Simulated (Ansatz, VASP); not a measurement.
**One calculation of SrCd, two programs**

```
Sr Cd
1.0
     4.00300    0.00000    0.00000
     0.00000    4.00300    0.00000
     0.00000    0.00000    4.04303
Sr Cd
1 1
Direct
  0.50000 0.50000 0.50000
  0.00000 0.00000 0.00000
```

Change from the starting cell: zz strain of +1 %, crystal datasets.

Alike in both runs: task electric field gradients; functional LDA; k mesh 10 × 10 × 10; occupations fermi-dirac, width 0.08 eV; no spin polarisation.

|  | VASP | Ansatz |
| --- | --- | --- |
| version | VASP 6.6.1 | Ansatz 0.2.0 |
| potentials or method | VASP PAW LDA potentials, release 64 (Sr_sv, Cd), cutoff 520 eV | all-electron PAW with datasets made for the crystal, scalar-relativistic |

Ansatz gave:

- pressure (GPa): -2.3
- traceless stress, the component that is largest in VASP (GPa): -0.19
- size of Vzz on the site where it differs most (V/Å²): 0.5

Q: What did VASP give for the same quantities?

A: Pressure (GPa): -2.2; traceless stress, the component that is largest in VASP (GPa): -0.18; size of Vzz on the site where it differs most (V/Å²): 0.2.

LDA's correlation is that of Perdew and Zunger in VASP and of Perdew and Wang (1992) in Ansatz. Ansatz ran all-electron here, and VASP with PAW potentials.
